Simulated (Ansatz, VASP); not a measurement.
Two plane-wave programs on BaSi12

```
Ba Si
1.0
     8.12212    0.00000    0.00000
    -4.06106    7.03396    0.00000
     0.00000    0.00000    4.44210
Ba Si
1 12
Direct
  0.00000 0.00000 0.50000
  0.82643 0.53174 0.75022
  0.70530 0.53174 0.24978
  0.29470 0.82643 0.24978
  0.70530 0.17357 0.75022
  0.17357 0.70530 0.75022
  0.53174 0.70530 0.24978
  0.46826 0.17357 0.24978
  0.29470 0.46826 0.75022
  0.17357 0.46826 0.24978
  0.53174 0.82643 0.75022
  0.82643 0.29470 0.24978
  0.46826 0.29470 0.75022
```

Alike in both runs: functional PBE; k mesh 6 × 6 × 10; occupations gaussian, width 0.1 eV; no spin polarisation.

Ansatz relaxed the structure, and its values are those at the end. VASP's run is a single point on that final structure, the one shown.

|  | VASP | Ansatz |
| --- | --- | --- |
| version | VASP 6.6.1 | Ansatz 0.2.0 |
| potentials or method | VASP PAW PBE potentials, release 64 (Ba_sv, Si), cutoff 520 eV | scalar-relativistic, plane waves, PAW |
| valence electrons in the cell | 58 | 58 |

Ansatz gave:

- gap on the k mesh at the Fermi level (eV): none
- pressure (GPa): 0.0
- rms of the force components (eV/Å): 0.001

Problem. What did VASP give for the same quantities?

Solution. gap on the k mesh at the Fermi level (eV): none; pressure (GPa): 0.1; rms of the force components (eV/Å): 0.008.

A gap of «none» marks a metal or a gap that the smearing closes.

Neither program's run includes spin-orbit coupling.
